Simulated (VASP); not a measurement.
Set up this calculation in VASP 6.6.1, as the native input.

```
Task                   : single point
Functional             : LDA
Potentials or basis    : VASP PAW LDA potentials, release 64 (Si, C, H)
Cutoff                 : 520 eV
k mesh                 : 7 × 4 × 1
Occupations            : gaussian, width 0.05 eV
Spin                   : collinear spin
Starting moments       : [0.0, 0.0, 0.0, 0.0, 0.0, 0.0, 0.0, 0.0, 1.0, 0.0] μB
Dipole correction      : yes
Further INCAR settings : ALGO = Normal; EDIFF = 1e-06; NBANDS = 34
```

The structure of Si8HC lies in POSCAR:

```
Si8HC
1.0
    3.8016851341      0.0000000000      0.0000000000
    0.0000000000      6.2886938855      0.0000000000
    0.0000000000      0.0000000000     20.7958973402
Si C H
8 1 1
Direct
    0.0000000000      0.9369639535      0.1923456312
    0.0000000000      0.5630360465      0.1923456312
    0.5000000000      0.4369639535      0.2451181540
    0.5000000000      0.0630360465      0.2451181540
    0.5000000000      0.9330298456      0.3512004366
    0.5000000000      0.5669701544      0.3512004366
    0.0000000000      0.4261576321      0.3941112618
    0.0000000000      0.0738423679      0.3941112618
    0.3333333333      1.0928242987      0.4503134141
    0.3333333333      1.0928242987      0.5031699652
```

The input as run:

INCAR

```
ALGO = Normal ; DIPOL = 0.5 0.5 0.332
EDIFF = 1E-6 ; ENCUT = 520
GGA = CA ; IDIPOL = 3
ISIF = 2 ; ISMEAR = 0
ISPIN = 2 ; LASPH = True
LCHARG = False ; LDIPOL = True
LORBIT = 11 ; LREAL = False
LWAVE = False ; MAGMOM = 0 0 0 0 0 0 0 0 1 0
NBANDS = 34 ; NELM = 150
PREC = Accurate ; SIGMA = 0.05
```

KPOINTS

```
k-points
0
Gamma
  7 4 1
```

Potentials or basis: VASP PAW LDA potentials, release 64 (Si, C, H).

Run with:

```bash
$ cat potpaw_LDA.64/Si/POTCAR potpaw_LDA.64/C/POTCAR potpaw_LDA.64/H/POTCAR > POTCAR
$ mpirun -np 1 vasp_std > vasp.out
```

It gave:

| Quantity | Value |
| --- | --- |
| Largest force | 1.436 eV/Å |
| Net moment | 0.00 μB per cell |
| Valence electrons inside the program's atomic spheres | Si 1.66, 1.69, 1.71, 1.73, 1.70, 1.77 (each value once); C 2.38; H 0.65 |

Run time: 12 min on 1 thread of Intel(R) Xeon(R) Platinum 8559C (Emerald Rapids), with other jobs on the host, peak memory 0.65 GiB.
